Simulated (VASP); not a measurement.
Runs of VASP 6.6.1 on Ru2C. The structure is that of space group Fd-3m (No. 227), or close to it. The cells are those of the table. 

```csv
task,spin,cell,cutoff (eV),gap on the mesh (eV),pressure (GPa)
single point,off,"a = 4.807 Å, angles 60.0°, 6 atoms",520,none,(a)
single point,off,"a = 4.941 Å, angles 60.0°, 6 atoms",520,none,0.2
single point,"collinear, ferromagnetic start","a = 4.941 Å, angles 60.0°, 6 atoms",520,none,0.9
relaxation of cell and atoms,off,"relaxed from a = 4.807 Å, angles 60.0°, 6 atoms",600,none,-0.1
```

Alike in all rows: level PBE; potentials or basis VASP PAW PBE potentials, release 64 (Ru_pv, C); k mesh 4 × 4 × 4; smearing gaussian 0.1 eV.

Task: Estimate the missing entries.

Result: (a) 19.1.

Caveats: all runs use coarse meshes.

A k mesh can miss the band edges, and the runs leave out spin-orbit coupling on Ru.

A gap of «none» marks levels without a gap at the run's occupations.
